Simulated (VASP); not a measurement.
# BaH2 (P6_3/mmc) in VASP: vibrations by perturbation theory with PBEsol

Aim: the vibrations by perturbation theory of BaH2 with PBEsol.

Everything below comes from runs of VASP 6.6.1. Logs are shortened: lines on timing, memory, paths and dates and some standing lists are left out, and cuts for length are marked.

**1. The cell of the first run**

It takes space group P6_3/mmc (No. 194, hexagonal). The conventional cell has a = 4.384 Å, b = 4.384 Å, c = 5.794 Å, α = 90.00°, β = 90.00°, γ = 120.00°. Within 3.3 Å of Ba (site symmetry -6m2) lie 11 H at 2.53 to 2.92 Å. H (site symmetry -6m2) has 5 Ba at 2.53 to 2.90 Å and 6 H at 2.92 Å within 3.3 Å. Within 3.8 Å of H (site symmetry -3m) lie 8 H at 2.90 to 2.92 Å and 6 Ba at 2.92 Å.

**2. Vibrations by perturbation theory, PBEsol**

INCAR

```
SYSTEM = BaH2
ALGO     = Normal         ! electronic algorithm
EDIFF    = 1E-8           ! SCF threshold, eV
ENCUT    = 520            ! plane-wave cutoff, eV
GGA      = PS             ! functional
IBRION   = 8              ! ionic algorithm
ISIF     = 2              ! what is computed and relaxed
ISMEAR   = 0              ! smearing method
LASPH    = .True.         ! aspherical terms in the spheres
LCHARG   = .False.        ! write CHGCAR
LEPSILON = .True.         ! dielectric tensor by DFPT
LREAL    = .False.        ! projectors in reciprocal space
LWAVE    = .False.        ! write WAVECAR
NBANDS   = 21             ! bands
NELM     = 80             ! most SCF steps
NSW      = 1              ! ionic steps
PREC     = Accurate       ! precision mode
SIGMA    = 0.01           ! smearing width, eV
```

KPOINTS

```
k-points
0
Gamma
  6 6 4
  0 0 0
```

POSCAR

```
BaH2
1.0
    4.3841138847      0.0000000000      0.0000000000
   -2.1920569424      3.7967539973      0.0000000000
    0.0000000000      0.0000000000      5.7942662396
Ba H
2 4
Direct
    0.6666666667      0.3333333333      0.7500000000
    0.3333333333      0.6666666667      0.2500000000
    0.3333333333      0.6666666667      0.7500000000
    0.6666666667      0.3333333333      0.2500000000
    0.0000000000      0.0000000000      0.5000000000
    0.0000000000      0.0000000000      0.0000000000
```

Potentials or basis: VASP PAW PBE potentials, release 64 (Ba_sv, H).

Launch:

```console
$ cat potpaw_PBE.64/Ba_sv/POTCAR potpaw_PBE.64/H/POTCAR > POTCAR
$ mpirun -np 1 vasp_std > vasp.out
```

OUTCAR:

```text
SYSTEM = BaH2
   EDIFF = 1E-8
   ENCUT = 520
   GGA = PS
   IBRION = 8
   ISIF = 2
   ISMEAR = 0
   LASPH = .True.
   LEPSILON = .True.
   LREAL = .False.
   NELM = 80
   NSW = 1
   PREC = Accurate

 ion  position               nearest neighbor table
   1  0.667  0.333  0.750-   3 2.53   3 2.53   3 2.53   2 3.85   2 3.85   2 3.85   2 3.85   2 3.85
                             2 3.85
   2  0.333  0.667  0.250-   4 2.53   4 2.53   4 2.53   1 3.85   1 3.85   1 3.85   1 3.85   1 3.85
                             1 3.85
   3  0.333  0.667  0.750-   1 2.53   1 2.53   1 2.53
   4  0.667  0.333  0.250-   2 2.53   2 2.53   2 2.53
   5  0.000  0.000  0.500-
   6  0.000  0.000  0.000-

  LATTYP: Found a hexagonal cell.
 ALAT       =     4.3841138847
 C/A-ratio  =     1.3216504845

  Lattice vectors:

 A1 = (   4.3841138847,   0.0000000000,   0.0000000000)
 A2 = (  -2.1920569424,   3.7967539973,   0.0000000000)
 A3 = (   0.0000000000,   0.0000000000,   5.7942662396)

Analysis of symmetry for initial positions (statically):
=====================================================================
 Subroutine PRICEL returns:
 Original cell was already a primitive cell.

 Routine SETGRP: Setting up the symmetry group for a
 hexagonal supercell.

 Subroutine GETGRP returns: Found 24 space group operations
 (whereof 12 operations were pure point group operations)
 out of a pool of 24 trial point group operations.

The static configuration has the point symmetry D_3d.
 The point group associated with its full space group is D_6h.

Analysis of symmetry for dynamics (positions and initial velocities):
=====================================================================
 Subroutine PRICEL returns:
 Original cell was already a primitive cell.

 Routine SETGRP: Setting up the symmetry group for a
 hexagonal supercell.

 Subroutine GETGRP returns: Found 24 space group operations
 (whereof 12 operations were pure point group operations)
 out of a pool of 24 trial point group operations.

The dynamic configuration has the point symmetry D_3d.
 The point group associated with its full space group is D_6h.

 Subroutine INISYM returns: Found 24 space group operations
[... 753 lines left out ...]
          -0.000000     5.975122     0.000000
           0.000000     0.000000     5.154957
 ------------------------------------------------------

 PIEZOELECTRIC TENSOR (including local field effects)  for field in x, y, z        (e  Angst)
          XX          YY          ZZ          XY          YZ          ZX
  --------------------------------------------------------------------------------
  x     0.00000     0.00000     0.00000     0.00000     0.00000     0.00000
  y     0.00000     0.00000     0.00000     0.00000     0.00000     0.00000
  z     0.00000     0.00000     0.00000     0.00000     0.00000     0.00000

 PIEZOELECTRIC TENSOR (including local field effects)  for field in x, y, z        (C/m^2)
          XX          YY          ZZ          XY          YZ          ZX
  --------------------------------------------------------------------------------
  x     0.00000     0.00000     0.00000     0.00000     0.00000     0.00000
  y     0.00000     0.00000     0.00000     0.00000     0.00000     0.00000
  z     0.00000     0.00000     0.00000     0.00000     0.00000     0.00000

 BORN EFFECTIVE CHARGES (including local field effects) (in |e|, cummulative output)
 ---------------------------------------------------------------------------------
 ion    1
    1     2.44043    -0.00000    -0.00000
    2    -0.00000     2.44043     0.00000
    3    -0.00000     0.00000     2.05828
 ion    2
    1     2.44043    -0.00000    -0.00000
    2    -0.00000     2.44043     0.00000
    3    -0.00000     0.00000     2.05828
 ion    3
    1    -1.12607     0.00000    -0.00000
    2     0.00000    -1.12607     0.00000
    3     0.00000    -0.00000    -1.18757
 ion    4
    1    -1.12607     0.00000    -0.00000
    2     0.00000    -1.12607     0.00000
    3     0.00000    -0.00000    -1.18757
 ion    5
    1    -1.31436     0.00000    -0.00000
    2     0.00000    -1.31436     0.00000
    3    -0.00000     0.00000    -0.87071
 ion    6
    1    -1.31436     0.00000     0.00000
    2     0.00000    -1.31436     0.00000
    3     0.00000    -0.00000    -0.87071

 INTERNAL STRAIN TENSOR FOR ION    6 for displacements in x,y,z  (eV/Angst):
          X           Y           Z          XY          YZ          ZX
  --------------------------------------------------------------------------------
  x     0.00000     0.00000     0.00000     0.00000     0.00000     0.00000
  y     0.00000     0.00000     0.00000     0.00000     0.00000     0.00000
  z     0.00000     0.00000     0.00000     0.00000     0.00000     0.00000

 SECOND DERIVATIVES (NOT SYMMETRIZED)
 ------------------------------------
               1X          1Y          1Z          2X          2Y          2Z          3X          3Y          3Z          4X          4Y          4Z          5X          5Y          5Z          6X          6Y          6Z
  1X    -4.094696    0.000000    0.000000    0.877770   -0.000000    0.000000    2.571215   -0.000000    0.000000    0.214368   -0.000000    0.000000    0.215671   -0.000000   -0.000000    0.215671   -0.000000    0.000000
  1Y     0.000000   -4.094696    0.000000   -0.000000    0.877770    0.000000   -0.000000    2.571215    0.000000   -0.000000    0.214368    0.000000   -0.000000    0.215671    0.000000   -0.000000    0.215671   -0.000000
  1Z    -0.000000    0.000000   -3.990952    0.000000    0.000000    2.600421   -0.000000    0.000000    0.443886   -0.000000    0.000000   -0.215087   -0.000000   -0.000000    0.580866    0.000000    0.000000    0.580866
  2X     0.877770   -0.000000    0.000000   -4.094696    0.000000    0.000000    0.214368   -0.000000    0.000000    2.571215   -0.000000    0.000000    0.215671   -0.000000   -0.000000    0.215671   -0.000000    0.000000
  2Y    -0.000000    0.877770    0.000000    0.000000   -4.094696    0.000000   -0.000000    0.214368    0.000000   -0.000000    2.571215    0.000000   -0.000000    0.215671    0.000000   -0.000000    0.215671   -0.000000
  2Z     0.000000    0.000000    2.600421   -0.000000    0.000000   -3.990952   -0.000000    0.000000   -0.215087   -0.000000    0.000000    0.443886   -0.000000   -0.000000    0.580866    0.000000    0.000000    0.580866
  3X     2.577010   -0.000000    0.000000    0.213040   -0.000000    0.000000   -3.431790    0.000000    0.000000    0.058200   -0.000000    0.000000    0.291770   -0.000000    0.000000    0.291770   -0.000000   -0.000000
  3Y    -0.000000    2.577010    0.000000   -0.000000    0.213040    0.000000    0.000000   -3.431790    0.000000   -0.000000    0.058200    0.000000   -0.000000    0.291770   -0.000000   -0.000000    0.291770    0.000000
  3Z    -0.000000    0.000000    0.433497   -0.000000    0.000000   -0.206534    0.000000   -0.000000   -0.513323    0.000000    0.000000    0.172290   -0.000000    0.000000    0.057035    0.000000    0.000000    0.057035
  4X     0.213040   -0.000000    0.000000    2.577010   -0.000000    0.000000    0.058200   -0.000000    0.000000   -3.431790    0.000000    0.000000    0.291770   -0.000000    0.000000    0.291770   -0.000000   -0.000000
  4Y    -0.000000    0.213040    0.000000   -0.000000    2.577010    0.000000   -0.000000    0.058200    0.000000    0.000000   -3.431790    0.000000   -0.000000    0.291770   -0.000000   -0.000000    0.291770    0.000000
  4Z    -0.000000    0.000000   -0.206534   -0.000000    0.000000    0.433497    0.000000    0.000000    0.172290    0.000000   -0.000000   -0.513323   -0.000000    0.000000    0.057035    0.000000    0.000000    0.057035
  5X     0.215584   -0.000000    0.000000    0.215584   -0.000000    0.000000    0.292433   -0.000000    0.000000    0.292433   -0.000000    0.000000   -0.988871    0.000000    0.000000   -0.027162    0.000000    0.000000
  5Y    -0.000000    0.215584    0.000000   -0.000000    0.215584    0.000000   -0.000000    0.292433    0.000000   -0.000000    0.292433    0.000000    0.000000   -0.988871    0.000000    0.000000   -0.027162    0.000000
  5Z     0.000000   -0.000000    0.580074    0.000000    0.000000    0.580074   -0.000000    0.000000    0.057272   -0.000000    0.000000    0.057272   -0.000000    0.000000   -1.686570   -0.000000    0.000000    0.411877
  6X     0.215584   -0.000000    0.000000    0.215584   -0.000000    0.000000    0.292433   -0.000000    0.000000    0.292433   -0.000000    0.000000   -0.027162    0.000000    0.000000   -0.988871    0.000000    0.000000
  6Y    -0.000000    0.215584    0.000000   -0.000000    0.215584    0.000000   -0.000000    0.292433    0.000000   -0.000000    0.292433    0.000000    0.000000   -0.027162    0.000000    0.000000   -0.988871    0.000000
  6Z    -0.000000    0.000000    0.580074   -0.000000    0.000000    0.580074    0.000000   -0.000000    0.057272    0.000000   -0.000000    0.057272    0.000000    0.000000    0.411877    0.000000   -0.000000   -1.686570

 Eigenvectors and eigenvalues of the dynamical matrix
 ----------------------------------------------------

   1 f  =   29.350084 THz   184.412019 2PiTHz  979.013436 cm-1   121.382141 meV
             X         Y         Z           dx          dy          dz
      2.192057  1.265585  4.345700    -0.014387    0.042672   -0.000000
     -0.000000  2.531169  1.448567    -0.014387    0.042672   -0.000000
     -0.000000  2.531169  4.345700     0.219624   -0.651399    0.000000
      2.192057  1.265585  1.448567     0.219624   -0.651399   -0.000000
      0.000000  0.000000  2.897133    -0.050934    0.151070   -0.000000
      0.000000  0.000000  0.000000    -0.050934    0.151070   -0.000000
[... 145 lines left out ...]
  18 f/i=    0.002851 THz     0.017911 2PiTHz    0.095087 cm-1     0.011789 meV
             X         Y         Z           dx          dy          dz
      2.192057  1.265585  4.345700    -0.000000    0.000000    0.701991
     -0.000000  2.531169  1.448567    -0.000000    0.000000    0.701991
     -0.000000  2.531169  4.345700    -0.000000    0.000000    0.060122
      2.192057  1.265585  1.448567    -0.000000    0.000000    0.060122
      0.000000  0.000000  2.897133    -0.000000    0.000000    0.059949
      0.000000  0.000000  0.000000    -0.000000    0.000000    0.059949

--------------------------------------------------------------------------------------------------------

 MACROSCOPIC STATIC DIELECTRIC TENSOR IONIC CONTRIBUTION
 ------------------------------------------------------
          10.765236    -0.000000     0.000000
          -0.000000    10.765236    -0.000000
           0.000000    -0.000000    20.342661
 ------------------------------------------------------

 ELASTIC MODULI CONTR FROM IONIC RELAXATION (kBar)
 Direction    XX          YY          ZZ          XY          YZ          ZX
 --------------------------------------------------------------------------------
 XX        -194.4788    194.4788      0.0000      0.0000      0.0000     -0.0000
 YY         194.4788   -194.4788     -0.0000      0.0000     -0.0000      0.0000
 ZZ           0.0000     -0.0000     -0.0000     -0.0000      0.0000     -0.0000
 XY           0.0000      0.0000     -0.0000   -194.4788      0.0000     -0.0000
 YZ           0.0000     -0.0000      0.0000      0.0000     -0.0000      0.0000
 ZX          -0.0000      0.0000     -0.0000     -0.0000      0.0000     -0.0000
 --------------------------------------------------------------------------------

 PIEZOELECTRIC TENSOR IONIC CONTR  for field in x, y, z        (C/m^2)
          XX          YY          ZZ          XY          YZ          ZX
  --------------------------------------------------------------------------------
  x     0.00000    -0.00000    -0.00000     0.00000    -0.00000    -0.00000
  y     0.00000    -0.00000     0.00000    -0.00000     0.00000     0.00000
  z    -0.00000     0.00000    -0.00000     0.00000     0.00000    -0.00000
```

Wall time 15 min (1 thread of Intel Xeon Platinum 8488C (Sapphire Rapids), shared host); peak memory 0.5 GiB.

What came out:

```yaml
Electronic_dielectric_tensor_diagonal: 5.98, 5.98, 5.15
Born_charges_mean_of_the_diagonal: Ba +2.31; H -1.15, -1.17 (each value once) e
Highest_phonon_frequency_at_Γ: 979 cm⁻¹
```

Phonon frequencies in cm⁻¹ (negative: imaginary):
| q point | frequencies |
| --- | --- |
| (0.000, 0.000, 0.000) | 0 0 0 82 82 108 300 433 492 492 511 511 594 755 976 976 979 979 |

Electronic dielectric tensor:
```
5.98 0.00 0.00
0.00 5.98 0.00
0.00 0.00 5.15
```

Born effective charge tensors (e):
atom 1, Ba
```
2.44 0.00 0.00
0.00 2.44 0.00
0.00 0.00 2.06
```
atom 2, Ba
```
2.44 0.00 0.00
0.00 2.44 0.00
0.00 0.00 2.06
```
atom 3, H
```
-1.13  0.00  0.00
 0.00 -1.13  0.00
 0.00  0.00 -1.19
```
atom 4, H
```
-1.13  0.00  0.00
 0.00 -1.13  0.00
 0.00  0.00 -1.19
```
atom 5, H
```
-1.31  0.00  0.00
 0.00 -1.31  0.00
 0.00  0.00 -0.87
```
atom 6, H
```
-1.31  0.00  0.00
 0.00 -1.31  0.00
 0.00  0.00 -0.87
```

Caveat: spin-orbit coupling is left out, which moves the levels of the heavy elements.
